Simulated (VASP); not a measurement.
Input of a VASP 6.6.1 run:

File INCAR:

```
PREC = Accurate ; ENCUT = 520
EDIFF = 1E-6 ; ISMEAR = 0
SIGMA = 0.1 ; LREAL = False
LASPH = True ; NELM = 100
ALGO = Normal ; ISIF = 2
LWAVE = False ; LCHARG = True
GGA = PE ; IVDW = 12
LELF = True ; LVHAR = True
NBANDS = 12
```

File KPOINTS:

```
Automatic mesh
0
Gamma
  18 14 12
```

POSCAR

```
PN
1.0
    2.2907839341      0.0000000000      0.0000000000
    0.0000000000      2.9231714234      0.0000000000
    0.0000000000      0.0000000000      3.3667033659
P N
1 1
Direct
    0.0000000000      0.0000000000      0.5000000000
    0.0000000000      0.0000000000      0.0000000000
```

Potentials or basis: VASP PAW PBE potentials, release 64 (P, N).

Launch:

```console
$ cat potpaw_PBE.64/P/POTCAR potpaw_PBE.64/N/POTCAR > POTCAR
$ mpirun -np 1 vasp_std > vasp.out
```

Question: Predict the dispersion energy per atom.

Answer: -0.303 eV.

Question: Predict the band gap on the k mesh.

Answer: Zero (bands 5 and 6 overlap by 4.42 eV).

Stress tensor (GPa, compression positive):
```
-0.53  0.00  0.00
 0.00 -0.18  0.00
 0.00  0.00 -1.50
```
